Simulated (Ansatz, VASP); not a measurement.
# TePb: VASP beside Ansatz

File INCAR:

```
SYSTEM = TePb
PREC = Accurate
ENCUT = 500
EDIFF = 1E-6
ISMEAR = 0
SIGMA = 0.05
LREAL = .False.
LASPH = .True.
NELM = 120
ALGO = Normal
ISIF = 2
LWAVE = .False.
LCHARG = .False.
GGA = PS
NBANDS = 17
GGA_COMPAT = .False.
```

KPOINTS

```
regular mesh
0
Gamma
  6 6 6
  0 0 0
```

Contents of POSCAR:

```
TePb
1.0
    0.0000000000      3.2226929236      3.2226929236
    3.2226929236      0.0000000000      3.2226929236
    3.2226929236      3.2226929236      0.0000000000
Pb Te
1 1
Direct
    0.5000000000      0.5000000000      0.5000000000
    0.0000000000      0.0000000000      0.0000000000
```

Input for Ansatz:

```yaml
crystal:
  lattice:
    - [0.0, 3.2226929236, 3.2226929236]
    - [3.2226929236, 0.0, 3.2226929236]
    - [3.2226929236, 3.2226929236, 0.0]
  atoms:
    - { symbol: Pb, position: [0.5, 0.5, 0.5] }
    - { symbol: Te, position: [0.0, 0.0, 0.0] }
basis:
  ecutwfc: 420
  ecutrho_ratio: 4
kpoints:
  mp_grid: { grid: [6, 6, 6] }
hamiltonian:
  xc: pbesol
scf:
  occupations: { method: gaussian, width: 0.05 }
output:
  forces: true
  stress: true
  eigenvalues: true
```

Alike in both runs: task single point; functional PBEsol; k mesh 6 × 6 × 6; occupations gaussian, width 0.05 eV; no spin polarisation.

```csv
,VASP,Ansatz
version,VASP 6.6.1,Ansatz 0.2.0
potentials or method,"VASP PAW PBE potentials, release 64 (Pb_d, Te), cutoff 500 eV","scalar-relativistic, plane waves, PAW"
valence electrons in the cell,20,30
```

|  | VASP | Ansatz | Ansatz less VASP |
| --- | --- | --- | --- |
| gap on the k mesh at the Fermi level (eV) | 0.65 | 0.65 | -0.004 |
| least direct gap on the mesh (eV) | 0.65 | 0.65 | -0.004 |
| pressure (GPa) | -0.1 | 0.0 | +0.03 |

VASP's potentials were made for PBE, not for PBEsol. VASP's potentials hold 20 valence electrons a cell and Ansatz's 30, so a difference there can come from the potentials and not from the codes.

Neither program's run includes spin-orbit coupling.
